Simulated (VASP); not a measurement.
Set up this calculation in VASP 6.6.1, as the native input.

```
Task                   : single point
Functional             : r2SCAN
Dispersion             : rVV10
Potentials or basis    : VASP PAW PBE potentials, release 64 (Tl_d, Se, La)
Cutoff                 : 520 eV
k mesh                 : 6 × 6 × 2
Occupations            : fermi-dirac, width 0.03 eV
Spin                   : no spin polarisation
Dipole correction      : no
Further INCAR settings : ALGO = Normal; EDIFF = 1e-07; NBANDS = 46
```

LaTlSe2:

```xyz
8
Lattice="4.3412 0.0000 0.0000 0.0000 4.3412 0.0000 0.0000 0.0000 13.4037" Properties=species:S:1:pos:R:3 pbc="T T T"
Tl    2.1706    0.0000   12.1183
Tl    0.0000    2.1706    1.2854
Se    2.1706    0.0000    2.1614
Se    0.0000    2.1706    5.3151
Se    2.1706    0.0000    8.0886
Se    0.0000    2.1706   11.2423
La    2.1706    0.0000    4.8953
La    0.0000    2.1706    8.5084
```

The input as run:

POSCAR

```
LaTlSe2
1.0
    4.3412472857      0.0000000000      0.0000000000
    0.0000000000      4.3412472857      0.0000000000
    0.0000000000      0.0000000000     13.4037185746
Tl Se La
2 4 2
Direct
    0.5000000000      0.0000000000      0.9040983675
    0.0000000000      0.5000000000      0.0959016325
    0.5000000000      0.0000000000      0.1612544417
    0.0000000000      0.5000000000      0.3965399618
    0.5000000000      0.0000000000      0.6034600382
    0.0000000000      0.5000000000      0.8387455583
    0.5000000000      0.0000000000      0.3652172692
    0.0000000000      0.5000000000      0.6347827308
```

INCAR.step1

```
SYSTEM = LaTlSe2
PREC = Accurate ; ENCUT = 520
ISMEAR = -1 ; SIGMA = 0.03
LREAL = .False. ; LASPH = .True.
NELM = 80 ; NBANDS = 46
GGA = PE ; ALGO = Normal
EDIFF = 1E-4 ; LWAVE = .True.
LCHARG = .False.
```

INCAR.step2

```
SYSTEM = LaTlSe2
PREC = Accurate ; ENCUT = 520
EDIFF = 1E-7 ; ISMEAR = -1
SIGMA = 0.03 ; LREAL = .False.
LASPH = .True. ; NELM = 80
ALGO = Normal ; ISIF = 2
LWAVE = .False. ; LCHARG = .True.
METAGGA = R2SCAN ; LMIXTAU = .True.
LUSE_VDW = .True. ; IVDW_NL = 2
BPARAM = 11.95 ; CPARAM = 0.0093
LELF = .True. ; LVHAR = .True.
NBANDS = 46 ; ISTART = 1
```

KPOINTS

```
Automatic mesh
0
Gamma
  6 6 2
  0 0 0
```

Potentials or basis: VASP PAW PBE potentials, release 64 (Tl_d, Se, La).

Command:

```console
$ cat potpaw_PBE.64/Tl_d/POTCAR potpaw_PBE.64/Se/POTCAR potpaw_PBE.64/La/POTCAR > POTCAR
$ cp INCAR.step1 INCAR
$ mpirun -np 1 vasp_std > vasp.out
$ cp INCAR.step2 INCAR
$ mpirun -np 1 vasp_std > vasp.out
```

It gave:

```
Pressure               : 0.1 GPa
Largest force          : 0.015 eV/Å
Band gap on the k mesh : zero (bands 36 and 37 overlap by 0.34 eV)
```

Caveat: the PAW data sets were made with another functional, which shifts forces and pressure a little; spin-orbit coupling is left out, which moves the levels of the heavy elements.

It took 10 min on 1 thread of AMD EPYC 9R45 96-Core Processor (Zen 5), on a shared host, peak memory 0.83 GiB.
